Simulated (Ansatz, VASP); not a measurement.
One calculation of Si, two programs

```
Si
1.0
     6.28961    0.00000    0.00000
     0.00000    2.53553    0.00000
     0.00000    0.00000    6.26332
Si
6
Cartesian
  4.7172 0.0000 0.3770
  5.9511 0.0000 4.3141
  2.8063 0.0000 1.9492
  1.5724 0.0000 5.8863
  3.4833 0.0000 4.3141
  0.3385 0.0000 1.9492
```

Change from the starting cell: the structure that the rattled cell fell into.

Alike in both runs: task relaxation of cell and atoms; functional PBE; k mesh 6 × 14 × 6; occupations gaussian, width 0.1 eV; no spin polarisation.

```csv
,VASP,Ansatz
version,VASP 6.6.1,Ansatz 0.2.0
potentials or method,"VASP PAW PBE potentials, release 64 (Si), cutoff 600 eV","scalar-relativistic, plane waves, PAW"
valence electrons in the cell,24,24
```

VASP gave:

* gap on the k mesh at the Fermi level, each at its own relaxed structure (eV): none
* relaxed volume (Å³/atom): 16.73
* relaxed cell length with the largest relative difference (Å): 6.025

Problem. Which values does Ansatz return?

Solution. gap on the k mesh at the Fermi level, each at its own relaxed structure (eV): none; relaxed volume (Å³/atom): 16.74; relaxed cell length with the largest relative difference (Å): 6.035.

A gap of «none» marks a metal or a gap that the smearing closes.
